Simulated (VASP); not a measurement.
# Zn4HO4 (a cell with a defect) in VASP: notebook, part 2 of 2

VASP 6.6.1. The steps go on from the part before.

## 3. Single point, PBE

File INCAR:

```
PREC = Accurate ; ENCUT = 520
EDIFF = 1E-6 ; ISMEAR = 0
SIGMA = 0.05 ; LREAL = False
LASPH = True ; NELM = 80
ALGO = Normal ; ISIF = 2
LWAVE = False ; LCHARG = False
GGA = PE ; NBANDS = 46
```

File KPOINTS:

```
Automatic mesh
0
Gamma
  4 4 8
```

File POSCAR:

```
Zn4HO4
1.0
    5.6098780345      0.0000000000      0.0000000000
    0.0000000000      5.6098780345      0.0000000000
    0.0000000000      0.0000000000      3.2790255992
Zn O H
4 4 1
Direct
    0.1816262562      0.1816262562      0.5000000000
    0.8183737438      0.8183737438      0.5000000000
    0.6816262562      0.3183737438      0.0000000000
    0.3183737438      0.6816262562      0.0000000000
    0.8184651117      0.1815348883      0.5000000000
    0.1815348883      0.8184651117      0.5000000000
    0.6815348883      0.6815348883      0.0000000000
    0.3184651117      0.3184651117      0.0000000000
    0.9999176225      0.3183737438      0.3750000000
```

Potentials or basis: VASP PAW PBE potentials, release 64 (Zn, O, H).

The run is started by

```bash
> cat potpaw_PBE.64/Zn/POTCAR potpaw_PBE.64/O/POTCAR potpaw_PBE.64/H/POTCAR > POTCAR
> mpirun -np 1 vasp_std > vasp.out
```

OUTCAR:

```text
PREC = Accurate
   ENCUT = 520
   EDIFF = 1E-6
   ISMEAR = 0
   LREAL = False
   LASPH = True
   NELM = 80
   ISIF = 2
   GGA = PE

 ion  position               nearest neighbor table
   1  0.182  0.182  0.500-   9 1.34   8 1.97   8 1.97   6 2.04   5 2.04   2 2.88
   2  0.818  0.818  0.500-   7 1.97   7 1.97   5 2.04   6 2.04   1 2.88
   3  0.682  0.318  0.000-   5 1.97   5 1.97   8 2.04   7 2.04   4 2.88
   4  0.318  0.682  0.000-   6 1.97   6 1.97   8 2.04   7 2.04   3 2.88
   5  0.818  0.182  0.500-   9 1.34   3 1.97   3 1.97   2 2.04   1 2.04
   6  0.182  0.818  0.500-   4 1.97   4 1.97   1 2.04   2 2.04
   7  0.682  0.682  0.000-   2 1.97   2 1.97   4 2.04   3 2.04
   8  0.318  0.318  0.000-   1 1.97   1 1.97   4 2.04   3 2.04
   9  1.000  0.318  0.375-   5 1.34   1 1.34

  LATTYP: Found a simple tetragonal cell.
 ALAT       =     5.6098780345
 C/A-ratio  =     0.5845092494

  Lattice vectors:

 A1 = (   5.6098780345,   0.0000000000,   0.0000000000)
 A2 = (   0.0000000000,   5.6098780345,   0.0000000000)
 A3 = (   0.0000000000,   0.0000000000,   3.2790255992)

Analysis of symmetry for initial positions (statically):
=====================================================================
 Subroutine PRICEL returns:
 Original cell was already a primitive cell.

 Routine SETGRP: Setting up the symmetry group for a
 simple tetragonal supercell.

 Subroutine GETGRP returns: Found  1 space group operations
 (whereof  1 operations were pure point group operations)
 out of a pool of 16 trial point group operations.

The static configuration has the point symmetry C_1 .

Analysis of symmetry for dynamics (positions and initial velocities):
=====================================================================
 Subroutine PRICEL returns:
 Original cell was already a primitive cell.

 Routine SETGRP: Setting up the symmetry group for a
 simple tetragonal supercell.

 Subroutine GETGRP returns: Found  1 space group operations
 (whereof  1 operations were pure point group operations)
 out of a pool of 16 trial point group operations.

The dynamic configuration has the point symmetry C_1 .

 Subroutine INISYM returns: Found  1 space group operations
 (whereof  1 operations are pure point group operations),
 and found     1 'primitive' translations

----------------------------------------------------------------------------------------

                                     Primitive cell

  volume of cell :     103.1933

  direct lattice vectors                    reciprocal lattice vectors
     5.609878035  0.000000000  0.000000000     0.178256995  0.000000000  0.000000000
     0.000000000  5.609878035  0.000000000     0.000000000  0.178256995  0.000000000
     0.000000000  0.000000000  3.279025599     0.000000000  0.000000000  0.304968647

  length of vectors
     5.609878035  5.609878035  3.279025599     0.178256995  0.178256995  0.304968647

[... 50 lines left out ...]
            Coordinates               Weight
  0.000000  0.000000  0.000000      1.000000
  0.250000  0.000000  0.000000      2.000000
  0.000000  0.250000  0.000000      2.000000
  0.500000  0.000000  0.000000      1.000000
  0.000000  0.500000  0.000000      1.000000
  0.250000  0.250000  0.000000      2.000000
[... 16 lines left out ...]
 -0.250000  0.500000  0.125000      2.000000
  0.500000 -0.250000  0.125000      2.000000
 [... further k-points ...]
   k-points           NKPTS =     68   k-points in BZ     NKDIM =     68   number of bands    NBANDS=     46
   number of dos      NEDOS =    301   number of ions     NIONS =      9
   total plane-waves  NPLWV =  42336
   dimension x,y,z NGX =    42 NGY =   42 NGZ =   24
   dimension x,y,z NGXF=    84 NGYF=   84 NGZF=   48
   ions per type =               4   4   1
   NGX,Y,Z   is equivalent  to a cutoff of  12.45, 12.45, 12.17 a.u.
   NGXF,Y,Z  is equivalent  to a cutoff of  24.89, 24.89, 24.34 a.u.
 SYSTEM =  unknown system
   PREC   = accura    normal or accurate (medium, high low for compatibility)
   ISTART =      0    job   : 0-new  1-cont  2-samecut
   ICHARG =      2    charge: 1-file 2-atom 10-const
   ISPIN  =      1    spin polarized calculation?
   LNONCOLLINEAR =      F non collinear calculations
   LSORBIT =      F    spin-orbit coupling
   LASPH  =      T    aspherical Exc in radial PAW
   ENCUT  =  520.0 eV  38.22 Ry    6.18 a.u.  10.43 10.43  6.10*2*pi/ulx,y,z
   NELM   =     80;   NELMIN=  2; NELMDL= -5     # of ELM steps
   EDIFF  = 0.1E-05   stopping-criterion for ELM
   LREAL  =      F    real-space projection
   EDIFFG = 0.1E-04   stopping-criterion for IOM
   NSW    =      0    number of steps for IOM
   IBRION =     -1    ionic relax: 0-MD 1-quasi-New 2-CG
   NFREE  =      0    steps in history (QN), initial steepest desc. (CG)
   ISIF   =      2    stress and relaxation
   ISYM   =      2    0-nonsym 1-usesym 2-fastsym
   POTIM  = 0.5000    time-step for ionic-motion
   TEBEG  =    0.0;   TEEND  =   0.0 temperature during run
   PSTRESS=    0.0 pullay stress
   NELECT =      73.0000    total number of electrons
   NUPDOWN=      -1.0000    fix difference up-down
   EMIN   =  10.00;   EMAX   =-10.00  energy-range for DOS
   EFERMI =   0.00;   METHOD = LEGACY
   ISMEAR =     0;   SIGMA  =   0.05  broadening in eV -4-tet -1-fermi 0-gaus
   EFERMI_NEDOS =   21; number of points for ismear=-14 and -15
   IALGO  =     38    algorithm
   IMIX   =      4    mixing-type and parameters
     AMIX     =   0.40;   BMIX     =  1.00
     AMIX_MAG =   1.60;   BMIX_MAG =  1.00
  volume/ion in A,a.u.               =      11.47        77.38
  Fermi-wavevector in a.u.,A,eV,Ry     =   1.458697  2.756539 28.950454  2.127798
  Thomas-Fermi vector in A             =   2.575352
   LORBIT       =      0    0 simple, 1 ext, 2 COOP (PROOUT), +10 PAW based schemes
   GGA     = PE    functional components
   LHFCALC =     F    Hartree Fock is set to
   AEXX    =    0.0000 exact exchange contribution
   IVDW    =     0    specifies the selected vdW correction
   LEPSILON=     F    determine dielectric tensor
   LRPA    =     F    only Hartree local field effects (RPA)
 non-spin polarized calculation
 Gauss-broadening in eV      SIGMA  =   0.05
  energy-cutoff  :      520.00
  volume of cell :      103.19
 maximum number of plane-waves:      2804
 NGX is ok and might be reduce to    42
   NGX = 21   NGY = 21   NGZ = 13

 number of electron      72.9999975 magnetization

 Free energy of the ion-electron system (eV)
  ---------------------------------------------------
  ext. energy  EPLUGINS =         0.00000000
  ---------------------------------------------------
  free energy    TOTEN  =       -35.41597592 eV

  energy without entropy =      -35.41354597  energy(sigma->0) =      -35.41476095

 E-fermi :   3.2291     XC(G=0): -10.6197

 val. band max:        3.2123186829   @ k =  -0.2500   0.0000   0.2500
 cond. band min:       3.2495181924   @ k =   0.5000   0.5000   0.1250
 fundamental gap:      0.0371995095
 Fermi energy:         3.2291406126

 k-point     1 :       0.0000    0.0000    0.0000
  band No.  band energies     occupation
      1     -18.1068      2.00000
      2     -16.5938      2.00000
      3     -16.1993      2.00000
      4     -16.0748      2.00000
      5      -7.2612      2.00000
      6      -5.6500      2.00000
[... 1165 lines left out ...]
     45      10.6497      0.00000
     46      11.1393      0.00000

 [... further k-points ...]

------------------------ aborting loop because EDIFF is reached ----------------------------------------

  FORCE on cell =-STRESS in cart. coord.  units (eV):
  Direction    XX          YY          ZZ          XY          YZ          ZX
  --------------------------------------------------------------------------------------
  -------------------------------------------------------------------------------------
  Total       10.0542303      4.7823183      5.3594531     -3.1964082     -1.4682449      1.5489596
  in kB      156.1017478     74.2501642     83.2107450    -49.6273603    -22.7959364     24.0491118
  external PRESSURE =     104.5208857 kB  Pullay stress =       0.0000000 kB

 VOLUME and BASIS-vectors are now :
 -----------------------------------------------------------------------------
  energy-cutoff  :      520.00
  volume of cell :      103.19
      direct lattice vectors                 reciprocal lattice vectors
     5.609878035  0.000000000  0.000000000     0.178256995  0.000000000  0.000000000
     0.000000000  5.609878035  0.000000000     0.000000000  0.178256995  0.000000000
     0.000000000  0.000000000  3.279025599     0.000000000  0.000000000  0.304968647

 POSITION                                       TOTAL-FORCE (eV/Angst)
 -----------------------------------------------------------------------------------
      1.01890      1.01890      1.63951         4.971912     -3.227734      1.698125
      4.59098      4.59098      1.63951         0.083041     -0.690678     -0.019545
      3.82384      1.78604      0.00000        -0.893237      0.608689     -0.215810
      1.78604      3.82384      0.00000        -0.053136     -0.012286      0.003518
      4.59149      1.01839      1.63951        -1.055111     -0.110188      0.188111
      1.01839      4.59149      1.63951         0.023215      0.484913      0.045095
      3.82333      3.82333      0.00000        -0.011091     -0.003137      0.001465
      1.78655      1.78655      0.00000         0.718269     -0.143727     -0.300933
      5.60942      1.78604      1.22963        -3.783862      3.094148     -1.400025
 -----------------------------------------------------------------------------------
    total drift:                                0.000033     -0.000101     -0.000057

  FREE ENERGIE OF THE ION-ELECTRON SYSTEM (eV)
  ---------------------------------------------------
  free  energy   TOTEN  =       -35.4159759237 eV

  energy  without entropy=      -35.4135459678  energy(sigma->0) =      -35.41476095
```

Wall time 2.9 min (1 thread of Intel Xeon 6975P-C (Granite Rapids), shared host); peak memory 0.36 GiB.

Results:

| Item | Value |
| --- | --- |
| Free energy | -35.4160 eV |
| Pressure | 10.5 GPa |
| Largest force | 6.166 eV/Å |
| Band gap on the k mesh | zero (an odd number of electrons rules out a gap without spin polarisation) |

Forces in eV/Å, atoms in the order of the input:
```
Zn   4.972 -3.228  1.698
Zn   0.083 -0.691 -0.020
Zn  -0.893  0.609 -0.216
Zn  -0.053 -0.012  0.004
O   -1.055 -0.110  0.188
O    0.023  0.485  0.045
O   -0.011 -0.003  0.001
O    0.718 -0.144 -0.301
H   -3.784  3.094 -1.400
```

Stress tensor (GPa, compression positive):
```
15.61 -4.96  2.40
-4.96  7.43 -2.28
 2.40 -2.28  8.32
```

Levels at points of the mesh, in eV from the Fermi level:
```tsv
k point	band 35	band 36	band 37	band 38	band 39	band 40
(0.00, 0.00, 0.00)	-2.56	-2.39	-2.30	1.47	2.54	3.59
(0.50, 0.00, 0.00)	-2.85	-2.71	-0.23	0.55	2.17	3.38
(0.00, 0.50, 0.00)	-2.71	-2.59	-0.70	0.68	2.94	3.26
(0.50, 0.50, 0.00)	-3.13	-3.07	-0.08	1.63	1.79	2.06
(0.00, 0.00, 0.50)	-3.73	-3.65	0.77	3.06	4.07	5.25
(0.50, 0.00, 0.50)	-3.48	-3.34	0.35	3.22	3.72	4.13
(0.00, 0.50, 0.50)	-3.56	-3.36	0.58	3.15	3.43	4.18
(0.50, 0.50, 0.50)	-3.60	-3.51	-0.03	2.83	3.26	3.33
```

Caveat: an odd number of electrons without spin polarisation forces a metal; a magnetic or distorted state may lie lower.

## 4. Single point, PBE

File INCAR:

```
  PREC = Accurate
  ENCUT = 520
  EDIFF = 1E-6
  ISMEAR = 0
  SIGMA = 0.05
  LREAL = False
  LASPH = True
  NELM = 60
  ALGO = Normal
  ISIF = 2
  LWAVE = False
  LCHARG = False
  GGA = PE
  NBANDS = 46
```

KPOINTS is that of step 3.

POSCAR, as its differences from that of step 3:

```diff
@@ -16,2 +16,2 @@
     0.3184651117      0.3184651117      0.0000000000
-    0.9999176225      0.3183737438      0.3750000000
+    0.9999176225      0.0683737438      0.2500000000
```

The run is started by

```bash
> cat potpaw_PBE.64/Zn/POTCAR potpaw_PBE.64/O/POTCAR potpaw_PBE.64/H/POTCAR > POTCAR
> mpirun -np 1 vasp_std > vasp.out
```

It took 3.1 min on 1 thread of Intel Xeon 6975P-C (Granite Rapids), shared host; peak memory 0.34 GiB.

The run converged. Its results:

```
Free energy            : -35.5619 eV
Pressure               : 9.1 GPa
Largest force          : 3.626 eV/Å
Band gap on the k mesh : zero (an odd number of electrons rules out a gap without spin polarisation)
```

Forces on the atoms (eV/Å):
```
Zn   2.738  1.366  1.946
Zn  -0.351 -0.927  0.295
Zn  -0.413  0.458  0.022
Zn   0.031  0.022  0.000
O   -0.941  0.334  0.156
O    0.308 -0.603  0.246
O    0.017 -0.047 -0.069
O    0.270  0.121 -0.454
H   -1.659 -0.725 -2.142
```

Stress tensor (GPa, compression positive):
```
11.03  1.54  1.68
 1.54  8.64  0.19
 1.68  0.19  7.62
```

Levels at points of the mesh, in eV from the Fermi level:
| k point | band 32 | band 33 | band 34 | band 35 | band 36 | band 37 | band 38 | band 39 | band 40 | band 41 |
| --- | --- | --- | --- | --- | --- | --- | --- | --- | --- | --- |
| (0.00, 0.00, 0.00) | -3.14 | -2.85 | -2.61 | -2.44 | -2.33 | -2.26 | 1.79 | 2.67 | 2.98 | 4.91 |
| (0.50, 0.00, 0.00) | -3.83 | -3.00 | -2.80 | -2.79 | -2.69 | -0.40 | 0.72 | 2.51 | 3.56 | 4.62 |
| (0.00, 0.50, 0.00) | -3.69 | -3.16 | -3.00 | -2.67 | -2.56 | -0.49 | 0.77 | 2.65 | 3.50 | 4.55 |
| (0.50, 0.50, 0.00) | -3.51 | -3.26 | -3.08 | -3.05 | -3.01 | -0.18 | 1.81 | 2.26 | 2.27 | 4.60 |
| (0.00, 0.00, 0.50) | -4.22 | -3.98 | -3.89 | -3.66 | -3.54 | 0.50 | 3.30 | 3.69 | 5.34 | 5.58 |
| (0.50, 0.00, 0.50) | -4.13 | -4.05 | -3.68 | -3.44 | -3.23 | 0.33 | 3.38 | 3.62 | 4.42 | 4.74 |
| (0.00, 0.50, 0.50) | -4.11 | -3.93 | -3.66 | -3.49 | -3.24 | 0.44 | 3.39 | 3.60 | 4.43 | 4.66 |
| (0.50, 0.50, 0.50) | -3.92 | -3.59 | -3.56 | -3.53 | -3.40 | -0.04 | 3.14 | 3.20 | 3.33 | 5.13 |

Caveat: an odd number of electrons without spin polarisation forces a metal; a magnetic or distorted state may lie lower.

## 5. Single point, PBE

File INCAR:

```
ALGO     = Normal         # electronic algorithm
EDIFF    = 1E-6           # SCF threshold, eV
ENCUT    = 520            # plane-wave cutoff, eV
GGA      = PE             # functional
ISIF     = 2              # what is computed and relaxed
ISMEAR   = 0              # smearing method
LASPH    = True           # aspherical terms in the spheres
LCHARG   = False          # write CHGCAR
LREAL    = False          # projectors in reciprocal space
LWAVE    = False          # write WAVECAR
NBANDS   = 46             # bands
NELM     = 60             # most SCF steps
PREC     = Accurate       # precision mode
SIGMA    = 0.05           # smearing width, eV
```

File KPOINTS:

```
k-points
0
Gamma
  4 4 8
```

POSCAR, as its differences from that of step 4:

```diff
@@ -16,2 +16,2 @@
     0.3184651117      0.3184651117      0.0000000000
-    0.9999176225      0.0683737438      0.2500000000
+    0.9999176225      0.8183737438      0.2500000000
```

The run is started by

```bash
> cat potpaw_PBE.64/Zn/POTCAR potpaw_PBE.64/O/POTCAR potpaw_PBE.64/H/POTCAR > POTCAR
> mpirun -np 1 vasp_std > vasp.out
```

Run time: 3.2 min. Hardware: 1 thread of Intel Xeon 6975P-C (Granite Rapids), shared host; peak memory 0.36 GiB.

Results (log left out):

| Property | Result |
| --- | --- |
| Free energy | -35.1344 eV |
| Pressure | 11.6 GPa |
| Largest force | 7.214 eV/Å |
| Band gap on the k mesh | zero (an odd number of electrons rules out a gap without spin polarisation) |

Forces in eV/Å, atoms in the order of the input:
```
Zn   0.028  0.689  0.079
Zn  -5.809 -0.027  4.278
Zn   0.026 -0.128 -0.007
Zn   0.765 -0.737 -0.145
O    0.009  0.100  0.105
O    1.083  0.211  0.158
O   -0.599 -0.057 -0.559
O   -0.032  0.036  0.029
H    4.529 -0.086 -3.938
```

Stress tensor (GPa, compression positive):
```
16.99 -0.11 -5.42
-0.11  5.85  1.40
-5.42  1.40 11.82
```

Levels at points of the mesh, in eV from the Fermi level:
```tsv
k point	band 33	band 34	band 35	band 36	band 37	band 38	band 39	band 40
(0.00, 0.00, 0.00)	-3.30	-2.89	-2.70	-2.58	-2.51	1.22	2.33	3.54
(0.50, 0.00, 0.00)	-3.33	-3.12	-3.05	-2.94	-0.47	0.38	2.11	3.24
(0.00, 0.50, 0.00)	-3.70	-3.48	-2.86	-2.74	-0.85	0.53	2.82	3.18
(0.50, 0.50, 0.00)	-3.51	-3.34	-3.29	-3.24	-0.23	1.46	1.87	1.96
(0.00, 0.00, 0.50)	-4.41	-4.23	-3.89	-3.84	0.96	2.92	3.51	4.91
(0.50, 0.00, 0.50)	-4.38	-4.05	-3.65	-3.54	0.36	2.98	3.44	4.04
(0.00, 0.50, 0.50)	-4.19	-3.97	-3.72	-3.58	0.88	3.01	3.53	3.97
(0.50, 0.50, 0.50)	-3.95	-3.92	-3.73	-3.69	0.19	2.72	2.90	3.11
```

Caveat: an odd number of electrons without spin polarisation forces a metal; a magnetic or distorted state may lie lower.

## 6. Summary

```tsv
cell	gap on the mesh (eV)	pressure (GPa)	largest force (eV/Å)
as given, atomic positions A	none	19.2	19.22
as given, atomic positions B	none	10.5	6.17
as given, atomic positions C	none	9.1	3.63
as given, atomic positions D	none	11.6	7.21
```

Alike in all rows: task single point; level PBE; potentials or basis VASP PAW PBE potentials, release 64 (Zn, O, H); no spin polarisation; k mesh 4 × 4 × 8; cutoff (eV) 520; smearing gaussian 0.05 eV.

Caveats: an odd number of electrons without spin polarisation forces a metal; a magnetic or distorted state may lie lower.

Total energies depend on the potentials used, so only differences within one code and one set of settings carry meaning.
